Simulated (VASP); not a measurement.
# NbTe (P-6m2) in VASP: notebook, part 2 of 2

VASP 6.6.1. The steps go on from the part before.

### 3 Single point, PBE

The input, INCAR:

```
PREC = Accurate ; ENCUT = 520
EDIFF = 1E-6 ; ISMEAR = 0
SIGMA = 0.027000000000000003 ; LREAL = False
LASPH = True ; NELM = 100
ALGO = Normal ; ISIF = 2
LWAVE = False ; LCHARG = True
GGA = PE ; LELF = True
LVHAR = True ; NBANDS = 16
```

The input, KPOINTS:

```
regular mesh
0
Gamma
  8 8 7
```

The input, POSCAR:

```
NbTe
1.0
    3.7029743866      0.0000000000      0.0000000000
   -1.8514871933      3.2068698884      0.0000000000
    0.0000000000      0.0000000000      3.6942110000
Te Nb
1 1
Direct
    0.6666666667      0.3333333333      0.0000000000
    0.0000000000      0.0000000000      0.5000000000
```

Potentials or basis: VASP PAW PBE potentials, release 64 (Te, Nb_sv).

On the command line:

```sh
> cat potpaw_PBE.64/Te/POTCAR potpaw_PBE.64/Nb_sv/POTCAR > POTCAR
> mpirun -np 1 vasp_std > vasp.out
```

OUTCAR:

```text
PREC = Accurate
   ENCUT = 520
   EDIFF = 1E-6
   ISMEAR = 0
   LREAL = False
   LASPH = True
   NELM = 100
   ISIF = 2
   GGA = PE

 ion  position               nearest neighbor table
   1  0.667  0.333  0.000-   2 2.83   2 2.83   2 2.83   2 2.83   2 2.83   2 2.83
   2  0.000  0.000  0.500-   1 2.83   1 2.83   1 2.83   1 2.83   1 2.83   1 2.83

  LATTYP: Found a hexagonal cell.
 ALAT       =     3.7029743866
 C/A-ratio  =     0.9976334196

  Lattice vectors:

 A1 = (   3.7029743866,   0.0000000000,   0.0000000000)
 A2 = (  -1.8514871933,   3.2068698884,   0.0000000000)
 A3 = (   0.0000000000,   0.0000000000,   3.6942110000)

Analysis of symmetry for initial positions (statically):
=====================================================================
 Subroutine PRICEL returns:
 Original cell was already a primitive cell.

 Routine SETGRP: Setting up the symmetry group for a
 hexagonal supercell.

 Subroutine GETGRP returns: Found 12 space group operations
 (whereof 12 operations were pure point group operations)
 out of a pool of 24 trial point group operations.

The static configuration has the point symmetry D_3h.

Analysis of symmetry for dynamics (positions and initial velocities):
=====================================================================
 Subroutine PRICEL returns:
 Original cell was already a primitive cell.

 Routine SETGRP: Setting up the symmetry group for a
 hexagonal supercell.

 Subroutine GETGRP returns: Found 12 space group operations
 (whereof 12 operations were pure point group operations)
 out of a pool of 24 trial point group operations.

The dynamic configuration has the point symmetry D_3h.

 Subroutine INISYM returns: Found 12 space group operations
 (whereof 12 operations are pure point group operations),
 and found     1 'primitive' translations

----------------------------------------------------------------------------------------

                                     Primitive cell

[... 111 lines left out ...]
  volume/ion in A,a.u.               =      21.93       148.02
  Fermi-wavevector in a.u.,A,eV,Ry     =   1.238630  2.340671 20.874103  1.534203
  Thomas-Fermi vector in A             =   2.373147
   LORBIT       =      0    0 simple, 1 ext, 2 COOP (PROOUT), +10 PAW based schemes
   GGA     = PE    functional components
   LHFCALC =     F    Hartree Fock is set to
   AEXX    =    0.0000 exact exchange contribution
   IVDW    =     0    specifies the selected vdW correction
   LEPSILON=     F    determine dielectric tensor
   LRPA    =     F    only Hartree local field effects (RPA)
 non-spin polarized calculation
 Gauss-broadening in eV      SIGMA  =   0.03
  energy-cutoff  :      520.00
  volume of cell :       43.87
 maximum number of plane-waves:      1190
 NGX is ok and might be reduce to    28
   NGX = 13   NGY = 13   NGZ = 13

 number of electron      18.9999998 magnetization

 Free energy of the ion-electron system (eV)
  ---------------------------------------------------
  ext. energy  EPLUGINS =         0.00000000
  ---------------------------------------------------
  free energy    TOTEN  =       -13.63432525 eV

  energy without entropy =      -13.63343282  energy(sigma->0) =      -13.63387904

 E-fermi :  11.0638     XC(G=0): -11.2769

 val. band max:       11.0527523628   @ k =   0.1250  -0.0000   0.2857
 cond. band min:      11.0812334479   @ k =   0.2500   0.1250   0.2857
 fundamental gap:      0.0284810851
 Fermi energy:        11.0638108660

 k-point     1 :       0.0000    0.0000    0.0000
  band No.  band energies     occupation
      1     -44.5602      2.00000
      2     -20.7468      2.00000
      3     -20.5653      2.00000
      4     -20.5653      2.00000
      5      -3.2128      2.00000
      6       7.8796      2.00000
[... 433 lines left out ...]
      3     -20.6669      2.00000
      4     -20.5840      2.00000
      5      -1.5441      2.00000
      6       4.8040      2.00000
[... 8 lines left out ...]
     15      17.3063      0.00000
     16      19.6416      0.00000

 [... further k-points ...]

------------------------ aborting loop because EDIFF is reached ----------------------------------------

  FORCE on cell =-STRESS in cart. coord.  units (eV):
  Direction    XX          YY          ZZ          XY          YZ          ZX
  --------------------------------------------------------------------------------------
  -------------------------------------------------------------------------------------
  Total       -0.3297412     -0.3297412     -0.0371668      0.0000000      0.0000000      0.0000000
  in kB      -12.0428702    -12.0428702     -1.3574128      0.0000000      0.0000000      0.0000000
  external PRESSURE =      -8.4810511 kB  Pullay stress =       0.0000000 kB

 VOLUME and BASIS-vectors are now :
 -----------------------------------------------------------------------------
  energy-cutoff  :      520.00
  volume of cell :       43.87
      direct lattice vectors                 reciprocal lattice vectors
     3.702974387  0.000000000  0.000000000     0.270053178  0.155915275  0.000000000
    -1.851487193  3.206869888  0.000000000     0.000000000  0.311830550  0.000000000
     0.000000000  0.000000000  3.694211000     0.000000000  0.000000000  0.270693796

 POSITION                                       TOTAL-FORCE (eV/Angst)
 -----------------------------------------------------------------------------------
      1.85149      1.06896      0.00000         0.000000      0.000000      0.000000
      0.00000      0.00000      1.84711        -0.000000      0.000000      0.000000
 -----------------------------------------------------------------------------------
    total drift:                               -0.000000      0.000000      0.000000

  FREE ENERGIE OF THE ION-ELECTRON SYSTEM (eV)
  ---------------------------------------------------
  free  energy   TOTEN  =       -13.6343252524 eV

  energy  without entropy=      -13.6334328182  energy(sigma->0) =      -13.63387904
```

OSZICAR:

```text
N       E                     dE             d eps       ncg     rms          rms(c)
DAV:   1     0.146934542665E+03    0.14693E+03   -0.96744E+03  1280   0.109E+03
DAV:   2    -0.415428866992E+01   -0.15109E+03   -0.14716E+03  1640   0.360E+02
DAV:   3    -0.138432399522E+02   -0.96890E+01   -0.95787E+01  2368   0.694E+01
DAV:   4    -0.140519856305E+02   -0.20875E+00   -0.20769E+00  1552   0.989E+00
DAV:   5    -0.140597760403E+02   -0.77904E-02   -0.77883E-02  2112   0.184E+00    0.701E+00
DAV:   6    -0.136592379931E+02    0.40054E+00   -0.13455E+00  1960   0.979E+00    0.305E+00
DAV:   7    -0.136400921421E+02    0.19146E-01   -0.68489E-02  1544   0.192E+00    0.164E+00
DAV:   8    -0.136341750818E+02    0.59171E-02   -0.19368E-02  1880   0.958E-01    0.208E-01
DAV:   9    -0.136342669476E+02   -0.91866E-04   -0.17990E-03  1776   0.329E-01    0.132E-01
DAV:  10    -0.136343318269E+02   -0.64879E-04   -0.28453E-04  1816   0.170E-01    0.177E-02
DAV:  11    -0.136343260920E+02    0.57349E-05   -0.24137E-05  1928   0.490E-02    0.149E-02
DAV:  12    -0.136343252524E+02    0.83968E-06   -0.10864E-06  1320   0.107E-02
   1 F= -.13634325E+02 E0= -.13633879E+02  d E =-.892434E-03
```

stdout:

```text
POSCAR found type information on POSCAR TeNb
 POSCAR found :  2 types and       2 ions
 scaLAPACK will be used
 LDA part: xc-table for (Slater+PW92), standard interpolation
 POSCAR, INCAR and KPOINTS ok, starting setup
 FFT: planning ... GRIDC
 FFT: planning ... GRID_SOFT
 FFT: planning ... GRID
 WAVECAR not read
 entering main loop
```

Run time: 19 s. Hardware: 1 thread of Intel Xeon Platinum 8259CL at 2.50GHz (Skylake/Cascade Lake), shared host; peak memory 0.17 GiB.

Results:

```yaml
Free_energy: -13.6343 eV
Pressure: -0.8 GPa
Band_gap_on_the_k_mesh: zero (an odd number of electrons rules out a gap without spin polarisation)
```

Caveat: spin-orbit coupling is left out, which moves the levels of the heavy elements.

### 4 Single point, PBE

The input, INCAR:

```
PREC = Accurate
ENCUT = 520
EDIFF = 1E-6
ISMEAR = 0
SIGMA = 0.013000000000000001
LREAL = False
LASPH = True
NELM = 100
ALGO = Normal
ISIF = 2
LWAVE = False
LCHARG = False
GGA = PE
NBANDS = 16
```

KPOINTS is that of step 3.

POSCAR is that of step 3.

Potentials or basis: VASP PAW PBE potentials, release 64 (Te, Nb_sv).

On the command line:

```sh
> cat potpaw_PBE.64/Te/POTCAR potpaw_PBE.64/Nb_sv/POTCAR > POTCAR
> mpirun -np 1 vasp_std > vasp.out
```

OUTCAR:

```text
PREC = Accurate
   ENCUT = 520
   EDIFF = 1E-6
   ISMEAR = 0
   LREAL = False
   LASPH = True
   NELM = 100
   ISIF = 2
   GGA = PE

 ion  position               nearest neighbor table
   1  0.667  0.333  0.000-   2 2.83   2 2.83   2 2.83   2 2.83   2 2.83   2 2.83
   2  0.000  0.000  0.500-   1 2.83   1 2.83   1 2.83   1 2.83   1 2.83   1 2.83

  LATTYP: Found a hexagonal cell.
 ALAT       =     3.7029743866
 C/A-ratio  =     0.9976334196

  Lattice vectors:

 A1 = (   3.7029743866,   0.0000000000,   0.0000000000)
 A2 = (  -1.8514871933,   3.2068698884,   0.0000000000)
 A3 = (   0.0000000000,   0.0000000000,   3.6942110000)

Analysis of symmetry for initial positions (statically):
=====================================================================
 Subroutine PRICEL returns:
 Original cell was already a primitive cell.

 Routine SETGRP: Setting up the symmetry group for a
 hexagonal supercell.

 Subroutine GETGRP returns: Found 12 space group operations
 (whereof 12 operations were pure point group operations)
 out of a pool of 24 trial point group operations.

The static configuration has the point symmetry D_3h.

Analysis of symmetry for dynamics (positions and initial velocities):
=====================================================================
 Subroutine PRICEL returns:
 Original cell was already a primitive cell.

 Routine SETGRP: Setting up the symmetry group for a
 hexagonal supercell.

 Subroutine GETGRP returns: Found 12 space group operations
 (whereof 12 operations were pure point group operations)
 out of a pool of 24 trial point group operations.

The dynamic configuration has the point symmetry D_3h.

 Subroutine INISYM returns: Found 12 space group operations
 (whereof 12 operations are pure point group operations),
 and found     1 'primitive' translations

----------------------------------------------------------------------------------------

                                     Primitive cell

[... 111 lines left out ...]
  volume/ion in A,a.u.               =      21.93       148.02
  Fermi-wavevector in a.u.,A,eV,Ry     =   1.238630  2.340671 20.874103  1.534203
  Thomas-Fermi vector in A             =   2.373147
   LORBIT       =      0    0 simple, 1 ext, 2 COOP (PROOUT), +10 PAW based schemes
   GGA     = PE    functional components
   LHFCALC =     F    Hartree Fock is set to
   AEXX    =    0.0000 exact exchange contribution
   IVDW    =     0    specifies the selected vdW correction
   LEPSILON=     F    determine dielectric tensor
   LRPA    =     F    only Hartree local field effects (RPA)
 non-spin polarized calculation
 Gauss-broadening in eV      SIGMA  =   0.01
  energy-cutoff  :      520.00
  volume of cell :       43.87
 maximum number of plane-waves:      1190
 NGX is ok and might be reduce to    28
   NGX = 13   NGY = 13   NGZ = 13

 number of electron      18.9999998 magnetization

 Free energy of the ion-electron system (eV)
  ---------------------------------------------------
  ext. energy  EPLUGINS =         0.00000000
  ---------------------------------------------------
  free energy    TOTEN  =       -13.63394580 eV

  energy without entropy =      -13.63370882  energy(sigma->0) =      -13.63382731

 E-fermi :  11.0673     XC(G=0): -11.2768

 val. band max:       11.0550363332   @ k =   0.1250  -0.0000   0.2857
 cond. band min:      11.0797805781   @ k =   0.2500   0.1250   0.2857
 fundamental gap:      0.0247442449
 Fermi energy:        11.0672973353

 k-point     1 :       0.0000    0.0000    0.0000
  band No.  band energies     occupation
      1     -44.5604      2.00000
      2     -20.7425      2.00000
      3     -20.5678      2.00000
      4     -20.5678      2.00000
      5      -3.2118      2.00000
      6       7.8786      2.00000
[... 433 lines left out ...]
      3     -20.6694      2.00000
      4     -20.5864      2.00000
      5      -1.5431      2.00000
      6       4.8050      2.00000
[... 8 lines left out ...]
     15      17.3068      0.00000
     16      19.6406      0.00000

 [... further k-points ...]

------------------------ aborting loop because EDIFF is reached ----------------------------------------

  FORCE on cell =-STRESS in cart. coord.  units (eV):
  Direction    XX          YY          ZZ          XY          YZ          ZX
  --------------------------------------------------------------------------------------
  -------------------------------------------------------------------------------------
  Total       -0.3523854     -0.3523854      0.0141552     -0.0000000      0.0000000      0.0000000
  in kB      -12.8698880    -12.8698880      0.5169795     -0.0000000      0.0000000      0.0000000
  external PRESSURE =      -8.4075988 kB  Pullay stress =       0.0000000 kB

 VOLUME and BASIS-vectors are now :
 -----------------------------------------------------------------------------
  energy-cutoff  :      520.00
  volume of cell :       43.87
      direct lattice vectors                 reciprocal lattice vectors
     3.702974387  0.000000000  0.000000000     0.270053178  0.155915275  0.000000000
    -1.851487193  3.206869888  0.000000000     0.000000000  0.311830550  0.000000000
     0.000000000  0.000000000  3.694211000     0.000000000  0.000000000  0.270693796

 POSITION                                       TOTAL-FORCE (eV/Angst)
 -----------------------------------------------------------------------------------
      1.85149      1.06896      0.00000        -0.000000     -0.000000      0.000000
      0.00000      0.00000      1.84711         0.000000      0.000000      0.000000
 -----------------------------------------------------------------------------------
    total drift:                               -0.000000      0.000000     -0.000000

  FREE ENERGIE OF THE ION-ELECTRON SYSTEM (eV)
  ---------------------------------------------------
  free  energy   TOTEN  =       -13.6339457975 eV

  energy  without entropy=      -13.6337088229  energy(sigma->0) =      -13.63382731
```

Wall time 19 s (1 thread of Intel Xeon Platinum 8259CL at 2.50GHz (Skylake/Cascade Lake), shared host); peak memory 0.17 GiB.

What came out:

- Free energy: -13.6339 eV
- Pressure: -0.8 GPa
- Band gap on the k mesh: zero (an odd number of electrons rules out a gap without spin polarisation)

Caveat: spin-orbit coupling is left out, which moves the levels of the heavy elements.

### 5 Single point, PBE

The input, INCAR:

```
PREC = Accurate
ENCUT = 520
EDIFF = 1E-7
ISMEAR = 0
SIGMA = 0.016
LREAL = F
LASPH = T
NELM = 80
ALGO = Normal
ISIF = 2
LWAVE = F
LCHARG = T
GGA = PE
LELF = T
LVHAR = T
NBANDS = 16
```

The input, KPOINTS:

```
Automatic mesh
0
Gamma
  8 8 7
```

POSCAR is that of step 4.

Potentials or basis: VASP PAW PBE potentials, release 64 (Te, Nb_sv).

On the command line:

```sh
> cat potpaw_PBE.64/Te/POTCAR potpaw_PBE.64/Nb_sv/POTCAR > POTCAR
> mpirun -np 1 vasp_std > vasp.out
```

OUTCAR:

```text
PREC = Accurate
   ENCUT = 520
   EDIFF = 1E-7
   ISMEAR = 0
   LREAL = F
   LASPH = T
   NELM = 80
   ISIF = 2
   GGA = PE

 ion  position               nearest neighbor table
   1  0.667  0.333  0.000-   2 2.83   2 2.83   2 2.83   2 2.83   2 2.83   2 2.83
   2  0.000  0.000  0.500-   1 2.83   1 2.83   1 2.83   1 2.83   1 2.83   1 2.83

  LATTYP: Found a hexagonal cell.
 ALAT       =     3.7029743866
 C/A-ratio  =     0.9976334196

  Lattice vectors:

 A1 = (   3.7029743866,   0.0000000000,   0.0000000000)
 A2 = (  -1.8514871933,   3.2068698884,   0.0000000000)
 A3 = (   0.0000000000,   0.0000000000,   3.6942110000)

Analysis of symmetry for initial positions (statically):
=====================================================================
 Subroutine PRICEL returns:
 Original cell was already a primitive cell.

 Routine SETGRP: Setting up the symmetry group for a
 hexagonal supercell.

 Subroutine GETGRP returns: Found 12 space group operations
 (whereof 12 operations were pure point group operations)
 out of a pool of 24 trial point group operations.

[... 162 lines left out ...]

 E-fermi :  11.0665     XC(G=0): -11.2768

 val. band max:       11.0544626689   @ k =   0.1250  -0.0000   0.2857
 cond. band min:      11.0802039279   @ k =   0.2500   0.1250   0.2857
 fundamental gap:      0.0257412590
 Fermi energy:        11.0665222967

 k-point     1 :       0.0000    0.0000    0.0000
  band No.  band energies     occupation
      1     -44.5603      2.00000
      2     -20.7436      2.00000
      3     -20.5671      2.00000
      4     -20.5671      2.00000
      5      -3.2121      2.00000
      6       7.8789      2.00000
[... 433 lines left out ...]
      3     -20.6686      2.00000
      4     -20.5857      2.00000
      5      -1.5434      2.00000
      6       4.8047      2.00000
[... 8 lines left out ...]
     15      17.3067      0.00000
     16      19.6408      0.00000

 [... further k-points ...]

------------------------ aborting loop because EDIFF is reached ----------------------------------------

  FORCE on cell =-STRESS in cart. coord.  units (eV):
  Direction    XX          YY          ZZ          XY          YZ          ZX
  --------------------------------------------------------------------------------------
  -------------------------------------------------------------------------------------
  Total       -0.3467198     -0.3467198      0.0001909      0.0000000      0.0000000      0.0000000
  in kB      -12.6629658    -12.6629658      0.0069729      0.0000000      0.0000000      0.0000000
  external PRESSURE =      -8.4396529 kB  Pullay stress =       0.0000000 kB

 VOLUME and BASIS-vectors are now :
 -----------------------------------------------------------------------------
  energy-cutoff  :      520.00
  volume of cell :       43.87
      direct lattice vectors                 reciprocal lattice vectors
     3.702974387  0.000000000  0.000000000     0.270053178  0.155915275  0.000000000
    -1.851487193  3.206869888  0.000000000     0.000000000  0.311830550  0.000000000
     0.000000000  0.000000000  3.694211000     0.000000000  0.000000000  0.270693796

 POSITION                                       TOTAL-FORCE (eV/Angst)
 -----------------------------------------------------------------------------------
      1.85149      1.06896      0.00000        -0.000000      0.000000      0.000000
      0.00000      0.00000      1.84711         0.000000     -0.000000      0.000000
 -----------------------------------------------------------------------------------
    total drift:                               -0.000000      0.000000     -0.000000

  FREE ENERGIE OF THE ION-ELECTRON SYSTEM (eV)
  ---------------------------------------------------
  free  energy   TOTEN  =       -13.6340081228 eV

  energy  without entropy=      -13.6336383230  energy(sigma->0) =      -13.63382322
```

It took 20 s on 1 thread of Intel Xeon Platinum 8259CL at 2.50GHz (Skylake/Cascade Lake), shared host; peak memory 0.17 GiB.

Results:

| Item | Value |
| --- | --- |
| Free energy | -13.6340 eV |
| Pressure | -0.8 GPa |
| Band gap on the k mesh | zero (an odd number of electrons rules out a gap without spin polarisation) |

Caveat: spin-orbit coupling is left out, which moves the levels of the heavy elements.

### 6 The runs side by side

| smearing | gap on the mesh (eV) | pressure (GPa) |
| --- | --- | --- |
| gaussian 0.026 eV | none | -0.8 |
| gaussian 0.027 eV | none | -0.8 |
| gaussian 0.013 eV | none | -0.8 |
| gaussian 0.016 eV | none | -0.8 |

Alike in all rows: task single point; level PBE; potentials or basis VASP PAW PBE potentials, release 64 (Te, Nb_sv); no spin polarisation; cell as given; k mesh 8 × 8 × 7; cutoff (eV) 520.

Caveats: spin-orbit coupling is left out, which moves the levels of the heavy elements.

Total energies depend on the potentials used, so only differences within one code and one set of settings carry meaning.
